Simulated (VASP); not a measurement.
# Au (Fm-3m) in VASP: further runs

Runs on Au. Level: PBE+D3(BJ). Tasks: single point, relaxation of cell and atoms.

Program: VASP 6.6.1. These are calculated values, not measurements. Logs are shortened: lines on timing, memory, paths and dates and some standing lists are left out, and cuts for length are marked.

### 1 The cell of the first run

It takes space group Fm-3m (No. 225, cubic). Conventional cell: a = 4.117 Å, b = 4.117 Å, c = 4.117 Å, α = 90.00°, β = 90.00°, γ = 90.00°. Au (site symmetry m-3m) has 12 Au at 2.91 Å within 3.8 Å.

### 2 Single point, PBE+D3(BJ)

The input, INCAR:

```
ALGO = Normal
EDIFF = 1E-6
ENCUT = 520
GGA = PE
ISIF = 2
ISMEAR = 0
IVDW = 12
LASPH = T
LCHARG = T
LELF = T
LREAL = F
LVHAR = T
LWAVE = F
NBANDS = 12
NELM = 80
PREC = Accurate
SIGMA = 0.1
```

The input, KPOINTS:

```
k-points
0
Gamma
  8 8 8
```

The input, POSCAR:

```
Au
1.0
    0.0000000000      2.0585000000      2.0585000000
    2.0585000000      0.0000000000      2.0585000000
    2.0585000000      2.0585000000      0.0000000000
Au
1
Direct
    0.0000000000      0.0000000000      0.0000000000
```

Potentials or basis: VASP PAW PBE potentials, release 64 (Au).

The run is started by

```sh
$ cat potpaw_PBE.64/Au/POTCAR > POTCAR
$ mpirun -np 1 vasp_std > vasp.out
```

OUTCAR:

```text
EDIFF = 1E-6
   ENCUT = 520
   GGA = PE
   ISIF = 2
   ISMEAR = 0
   IVDW = 12
   LASPH = T
   LREAL = F
   NELM = 80
   PREC = Accurate
 IVDW          = 12

 ion  position               nearest neighbor table
   1  0.000  0.000  0.000-

  LATTYP: Found a face centered cubic cell.
 ALAT       =     4.1170000000

  Lattice vectors:

 A1 = (   0.0000000000,   2.0585000000,   2.0585000000)
 A2 = (   2.0585000000,   0.0000000000,   2.0585000000)
 A3 = (   2.0585000000,   2.0585000000,   0.0000000000)

Analysis of symmetry for initial positions (statically):
[... 5 lines left out ...]
 face centered cubic supercell.

 Subroutine GETGRP returns: Found 48 space group operations
 (whereof 48 operations were pure point group operations)
 out of a pool of 48 trial point group operations.

The static configuration has the point symmetry O_h .

Analysis of symmetry for dynamics (positions and initial velocities):
[... 5 lines left out ...]
 face centered cubic supercell.

 Subroutine GETGRP returns: Found 48 space group operations
 (whereof 48 operations were pure point group operations)
 out of a pool of 48 trial point group operations.

The dynamic configuration has the point symmetry O_h .

 Subroutine INISYM returns: Found 48 space group operations
 (whereof 48 operations are pure point group operations),
 and found     1 'primitive' translations

----------------------------------------------------------------------------------------

                                     Primitive cell

  volume of cell :      17.4455

  direct lattice vectors                    reciprocal lattice vectors
     0.000000000  2.058500000  2.058500000    -0.242895312  0.242895312  0.242895312
     2.058500000  0.000000000  2.058500000     0.242895312 -0.242895312  0.242895312
     2.058500000  2.058500000  0.000000000     0.242895312  0.242895312 -0.242895312

  length of vectors
     2.911158618  2.911158618  2.911158618     0.420707022  0.420707022  0.420707022

  position of ions in fractional coordinates (direct lattice)
     0.000000000  0.000000000  0.000000000

  ion indices of the primitive-cell ions
   primitive index   ion index
                 1           1

----------------------------------------------------------------------------------------

 KPOINTS: k-points

Automatic generation of k-mesh.
 Grid dimensions read from file:
 generate k-points for:    8    8    8

 Generating k-lattice:

  Cartesian coordinates                     Fractional coordinates (reciprocal lattice)
[... 66 lines left out ...]
   ISIF   =      2    stress and relaxation
   ISYM   =      2    0-nonsym 1-usesym 2-fastsym
   POTIM  = 0.5000    time-step for ionic-motion
   TEBEG  =    0.0;   TEEND  =   0.0 temperature during run
   PSTRESS=    0.0 pullay stress
   NELECT =      11.0000    total number of electrons
   NUPDOWN=      -1.0000    fix difference up-down
   EMIN   =  10.00;   EMAX   =-10.00  energy-range for DOS
   EFERMI =   0.00;   METHOD = LEGACY
   ISMEAR =     0;   SIGMA  =   0.10  broadening in eV -4-tet -1-fermi 0-gaus
   EFERMI_NEDOS =   21; number of points for ismear=-14 and -15
   IALGO  =     38    algorithm
   IMIX   =      4    mixing-type and parameters
     AMIX     =   0.40;   BMIX     =  1.00
     AMIX_MAG =   1.60;   BMIX_MAG =  1.00
  volume/ion in A,a.u.               =      17.45       117.73
  Fermi-wavevector in a.u.,A,eV,Ry     =   1.403820  2.652836 26.813157  1.970711
  Thomas-Fermi vector in A             =   2.526444
   LORBIT       =      0    0 simple, 1 ext, 2 COOP (PROOUT), +10 PAW based schemes
   GGA     = PE    functional components
   LHFCALC =     F    Hartree Fock is set to
   AEXX    =    0.0000 exact exchange contribution
   IVDW    =    12    specifies the selected vdW correction
   LEPSILON=     F    determine dielectric tensor
   LRPA    =     F    only Hartree local field effects (RPA)
 non-spin polarized calculation
 Gauss-broadening in eV      SIGMA  =   0.10
  energy-cutoff  :      520.00
  volume of cell :       17.45
 maximum number of plane-waves:       489
 NGX is ok and might be reduce to    24
   NGX = 11   NGY = 11   NGZ = 11

 number of electron      11.0000001 magnetization

 Free energy of the ion-electron system (eV)
  ---------------------------------------------------
  ext. energy  EPLUGINS =         0.00000000
  ---------------------------------------------------
  free energy    TOTEN  =        -3.17864298 eV

  energy without entropy =       -3.17553523  energy(sigma->0) =       -3.17708910

 E-fermi :   9.0152     XC(G=0): -12.5752

 val. band max:        8.9409833352   @ k =   0.5000   0.2500   0.1250
 cond. band min:       9.2134737213   @ k =   0.5000   0.3750   0.1250
 fundamental gap:      0.2724903861
 Fermi energy:         9.0152010515

 k-point     1 :       0.0000    0.0000    0.0000
  band No.  band energies     occupation
      1      -0.5207      2.00000
      2       4.5276      2.00000
      3       4.5276      2.00000
      4       4.5276      2.00000
      5       5.9820      2.00000
      6       5.9820      2.00000
      7      23.6411      0.00000
      8      27.5065      0.00000
      9      27.5065      0.00000
     10      27.5065      0.00000
     11      32.3342      0.00000
     12      36.7246      0.00000
[... 331 lines left out ...]
 k-point    24 :      -0.3750    0.2500    0.1250
  band No.  band energies     occupation
      1       2.9801      2.00000
      2       3.8894      2.00000
      3       4.9611      2.00000
      4       5.3309      2.00000
      5       7.0024      2.00000
      6      11.7198      0.00000
      7      12.0546      0.00000
      8      21.0917      0.00000
      9      22.0817      0.00000
     10      26.6431      0.00000
     11      32.7083      0.00000
     12      35.7256      0.00000

 [... further k-points ...]

------------------------ aborting loop because EDIFF is reached ----------------------------------------

 Edisp (eV)   -0.64952

 E8    (eV) :    -0.2919

  FORCE on cell =-STRESS in cart. coord.  units (eV):
  Direction    XX          YY          ZZ          XY          YZ          ZX
  --------------------------------------------------------------------------------------
  -------------------------------------------------------------------------------------
  Total      -0.11842    -0.11842    -0.11842     0.00000     0.00000    -0.00000
  in kB     -10.87560   -10.87560   -10.87560     0.00000     0.00000    -0.00000
  external pressure =      -10.88 kB  Pullay stress =        0.00 kB

 VOLUME and BASIS-vectors are now :
 -----------------------------------------------------------------------------
  energy-cutoff  :      520.00
  volume of cell :       17.45
      direct lattice vectors                 reciprocal lattice vectors
     0.000000000  2.058500000  2.058500000    -0.242895312  0.242895312  0.242895312
     2.058500000  0.000000000  2.058500000     0.242895312 -0.242895312  0.242895312
     2.058500000  2.058500000  0.000000000     0.242895312  0.242895312 -0.242895312

 POSITION                                       TOTAL-FORCE (eV/Angst)
 -----------------------------------------------------------------------------------
      0.00000      0.00000      0.00000         0.000000      0.000000      0.000000
 -----------------------------------------------------------------------------------
    total drift:                                0.000000      0.000000     -0.000000

  FREE ENERGIE OF THE ION-ELECTRON SYSTEM (eV)
  ---------------------------------------------------
  free  energy   TOTEN  =        -3.8281648342 eV

  energy  without entropy=       -3.8250570808  energy(sigma->0) =       -3.82661096
```

Run time: 4.2 s. Hardware: 1 thread of Intel Xeon 6975P-C (Granite Rapids), shared host; peak memory 0.15 GiB.

What came out:

| Quantity | Value |
| --- | --- |
| Free energy | -3.8282 eV |
| Pressure | -1.1 GPa |
| Dispersion energy per atom | -0.650 eV |

Levels at points of the mesh, in eV from the Fermi level:
```tsv
k point	band 3	band 4	band 5	band 6	band 7	band 8	band 9	band 10
(0.00, 0.00, 0.00)	-4.49	-4.49	-3.03	-3.03	14.63	18.49	18.49	18.49
(0.50, 0.00, 0.00)	-4.52	-1.88	-1.88	-0.77	3.02	14.07	17.03	17.03
(0.50, 0.50, 0.00)	-1.92	-1.57	-1.57	1.16	5.66	10.02	10.02	17.03
```

Caveat: spin-orbit coupling is left out, which moves the levels of the heavy elements; pairwise dispersion overbinds metals, which lowers pressure and volume.

### 3 Single point, PBE+D3(BJ)

This run uses another cell than the first one, of 17.27 Å³/atom, 0.990 times its volume.

The input, INCAR:

```
PREC = Accurate
ENCUT = 520
EDIFF = 1E-7
ISMEAR = 0
SIGMA = 0.1
LREAL = False
LASPH = True
NELM = 80
ALGO = Normal
ISIF = 2
LWAVE = False
LCHARG = False
GGA = PE
IVDW = 12
NBANDS = 12
```

The input, KPOINTS:

```
regular mesh
0
Gamma
  18 18 18
```

The input, POSCAR:

```
Au
1.0
    0.0000000000      2.0515894345      2.0515894345
    2.0515894345      0.0000000000      2.0515894345
    2.0515894345      2.0515894345      0.0000000000
Au
1
Direct
    0.0000000000      0.0000000000      0.0000000000
```

Potentials or basis: VASP PAW PBE potentials, release 64 (Au).

The run is started by

```sh
$ cat potpaw_PBE.64/Au/POTCAR > POTCAR
$ mpirun -np 1 vasp_std > vasp.out
```

It took 14 s on 1 thread of Intel Xeon 6975P-C (Granite Rapids), shared host; peak memory 0.18 GiB.

Results (log left out):

```
Free energy                : -3.8661 eV
Pressure                   : -0.3 GPa
Dispersion energy per atom : -0.656 eV
```

Levels at points of the mesh, in eV from the Fermi level:
| k point | band 2 | band 3 | band 4 | band 5 | band 6 | band 7 | band 8 | band 9 | band 10 | band 11 |
| --- | --- | --- | --- | --- | --- | --- | --- | --- | --- | --- |
| (0.00, 0.00, 0.00) | -4.59 | -4.59 | -4.59 | -3.11 | -3.11 | 14.57 | 18.49 | 18.49 | 18.49 | 23.35 |
| (0.50, 0.00, 0.00) | -4.63 | -4.63 | -1.94 | -1.94 | -0.87 | 3.03 | 14.02 | 17.06 | 17.06 | 24.75 |
| (0.50, 0.50, 0.00) | -6.61 | -1.98 | -1.63 | -1.63 | 1.09 | 5.69 | 10.00 | 10.00 | 17.09 | 19.66 |

Caveat: spin-orbit coupling is left out, which moves the levels of the heavy elements; pairwise dispersion overbinds metals, which lowers pressure and volume.

### 4 Relaxation of cell and atoms, PBE+D3(BJ)

The input, INCAR:

```
PREC = Accurate
ENCUT = 600
EDIFF = 1E-6
ISMEAR = 0
SIGMA = 0.1
LREAL = False
LASPH = True
NELM = 60
ALGO = Normal
ISIF = 3
LWAVE = False
LCHARG = False
GGA = PE
IVDW = 12
IBRION = 2
NSW = 100
EDIFFG = -0.002
```

The input, KPOINTS:

```
Automatic mesh
0
Gamma
  18 18 18
```

The input, POSCAR:

```
Au
1.0
    0.0000000000      2.0585000000      2.0585000000
    2.0585000000      0.0000000000      2.0585000000
    2.0585000000      2.0585000000      0.0000000000
Au
1
Direct
    0.0000000000      0.0000000000      0.0000000000
```

The run is started by

```sh
$ cat potpaw_PBE.64/Au/POTCAR > POTCAR
$ mpirun -np 1 vasp_std > vasp.out
```

Run time: 24 s. Hardware: 1 thread of Intel Xeon 6975P-C (Granite Rapids), shared host; peak memory 0.18 GiB.

The run converged. Its results:

- Free energy: -3.8662 eV
- Relaxed volume: 17.25 Å³/atom
- Relaxed cell: a = 2.900 Å, b = 2.900 Å, c = 2.900 Å, α = 60.00°, β = 60.00°, γ = 60.00°
- Space group after relaxing (to 0.05 Å): Fm-3m (No. 225)
- Energy gained by relaxing: 1.1 meV/atom
- Ionic steps: 3
- Pressure after relaxing: 0.0 GPa
- Dispersion energy per atom: -0.657 eV

The path:
```csv
step,energy change (eV),largest force (eV/Å),pressure (GPa),volume (Å³)
1,0.0000,0.0000,-1.79,17.45
2,0.0015,0.0000,2.96,16.96
3,-0.0011,0.0000,0.01,17.25
```

Final structure:
```
Au
1.0
     0.00000    2.05075    2.05075
     2.05075    0.00000    2.05075
     2.05075    2.05075    0.00000
Au
1
Direct
  0.00000 0.00000 0.00000
```

Levels at points of the mesh, in eV from the Fermi level:
| k point | band 2 | band 3 | band 4 | band 5 | band 6 | band 7 | band 8 | band 9 |
| --- | --- | --- | --- | --- | --- | --- | --- | --- |
| (0.00, 0.00, 0.00) | -4.60 | -4.60 | -4.60 | -3.12 | -3.12 | 14.56 | 18.50 | 18.50 |
| (0.50, 0.00, 0.00) | -4.64 | -4.64 | -1.94 | -1.94 | -0.87 | 3.03 | 14.01 | 17.07 |
| (0.50, 0.50, 0.00) | -6.62 | -1.99 | -1.63 | -1.63 | 1.08 | 5.70 | 10.00 | 10.00 |

Caveat: spin-orbit coupling is left out, which moves the levels of the heavy elements; pairwise dispersion overbinds metals, which lowers pressure and volume.

### 5 The runs side by side

| task | cell | k mesh | cutoff (eV) | gap on the mesh (eV) | pressure (GPa) |
| --- | --- | --- | --- | --- | --- |
| single point | a = 2.911 Å, angles 60.0°, 1 atom | 8 × 8 × 8 | 520 | none | -1.1 |
| single point | a = 2.901 Å, angles 60.0°, 1 atom | 18 × 18 × 18 | 520 | none | -0.3 |
| relaxation of cell and atoms | relaxed from a = 2.911 Å, angles 60.0°, 1 atom | 18 × 18 × 18 | 600 | none | 0.0 |

Alike in all rows: level PBE+D3(BJ); potentials or basis VASP PAW PBE potentials, release 64 (Au); no spin polarisation; smearing gaussian 0.1 eV.

Caveats: spin-orbit coupling is left out, which moves the levels of the heavy elements; pairwise dispersion overbinds metals, which lowers pressure and volume.

Total energies depend on the potentials used, so only differences within one code and one set of settings carry meaning.
